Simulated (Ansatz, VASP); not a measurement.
**Ga in VASP and in Ansatz**

Contents of INCAR:

```
ALGO = Normal
EDIFF = 1E-6
ENCUT = 520
GGA = CA
ISIF = 2
ISMEAR = -1
LASPH = True
LCHARG = False
LREAL = False
LWAVE = False
NBANDS = 20
NELM = 60
PREC = Accurate
SIGMA = 0.08
```

Contents of KPOINTS:

```
k-points
0
Gamma
  12 12 10
```

File POSCAR:

```
Ga
1.0
    1.4906500000     -4.0795000000      0.0261500000
    1.4093500000      4.0505000000     -0.0551500000
   -0.0317000000     -0.0317000000      3.1700000000
Ga
2
Direct
    0.8670000000      0.1330000000      0.2500000000
    0.1330000000      0.8670000000      0.7500000000
```

Input for Ansatz:

```yaml
crystal:
  lattice:
    - [1.49065, -4.0795, 0.02615]
    - [1.40935, 4.0505, -0.05515]
    - [-0.0317, -0.0317, 3.17]
  atoms:
    - { symbol: Ga, position: [0.867, 0.133, 0.25] }
    - { symbol: Ga, position: [0.133, 0.867, 0.75] }
kpoints:
  mp_grid: { grid: [12, 12, 10] }
  band_path:
    path:
      - [0.0, 0.0, 0.0]
      - [0.0, 0.0, 0.5]
      - [-0.5, 0.0, 0.0]
      - [0.0, 0.0, 0.0]
      - [0.5, -0.5, 0.0]
      - [0.0, -0.5, 0.5]
      - [0.0, 0.0, 0.0]
      - [0.0, -0.5, 0.0]
      - [0.5, -0.5, 0.5]
    npoints: 5
scf:
  occupations: { method: fermi_dirac, width: 0.08 }
hamiltonian:
  xc: lda
  pseudopotentials: { kind: all_electron, lapw: { basis_error: 0.001 } }
output:
  forces: true
  stress: true
  eigenvalues: true
```

Change from the starting cell: equal xy, yz and zx shear strains of -2 %.

Alike in both runs: task single point; functional LDA; k mesh 12 × 12 × 10; occupations fermi-dirac, width 0.08 eV; no spin polarisation.

|  | VASP | Ansatz |
| --- | --- | --- |
| version | VASP 6.6.1 | Ansatz 0.2.0 |
| potentials or method | VASP PAW LDA potentials, release 64 (Ga_d), cutoff 520 eV | all-electron LAPW, scalar-relativistic |

```csv
,VASP,Ansatz,Ansatz less VASP
pressure (GPa),-3.8,-3.8,+0.01
"traceless stress, the component that is largest in VASP (GPa)",-2.01,-2.00,+0.008
rms of the force components (eV/Å),0.106,0.104,-0.0017
```

LDA's correlation is that of Perdew and Zunger in VASP and of Perdew and Wang (1992) in Ansatz. Atom by atom the forces differ by 0.002 eV/Å (rms over components). Ansatz ran all-electron here, and VASP with PAW potentials.
